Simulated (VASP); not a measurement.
Here is a VASP 6.6.1 calculation.

INCAR

```
PREC     = Accurate       # precision mode
ENCUT    = 840            # plane-wave cutoff, eV
EDIFF    = 1E-6           # SCF threshold, eV
ISMEAR   = 0              # smearing method
SIGMA    = 0.05           # smearing width, eV
LREAL    = F              # projectors in reciprocal space
LASPH    = T              # aspherical terms in the spheres
NELM     = 120            # most SCF steps
ALGO     = Normal         # electronic algorithm
ISIF     = 2              # what is computed and relaxed
LWAVE    = F              # write WAVECAR
LCHARG   = F              # write CHGCAR
GGA      = CA             # functional
NBANDS   = 15             # bands
GGA_COMPAT= F
```

Contents of KPOINTS:

```
regular mesh
0
Gamma
  8 8 8
```

Contents of POSCAR:

```
MgO
1.0
    0.0000000000      2.1241500000      2.1241500000
    2.1241500000      0.0000000000      2.1241500000
    2.1241500000      2.1241500000      0.0000000000
Mg O
1 1
Direct
    0.0000000000      0.0000000000      0.0000000000
    0.5000000000      0.5000000000      0.5000000000
```

Potentials or basis: VASP PAW LDA potentials, release 64 (Mg_sv, O).

The run is started by

```console
$ cat potpaw_LDA.64/Mg_sv/POTCAR potpaw_LDA.64/O/POTCAR > POTCAR
$ mpirun -np 1 vasp_std > vasp.out
```

Question: Predict the band gap on the k mesh.

Answer: 4.42 eV.

Question: Predict the pressure.

Answer: -9.2 GPa.

Caveat: the cell stands under tension. Expect the measured gap to be larger: semilocal functionals such as LDA lack the derivative discontinuity.
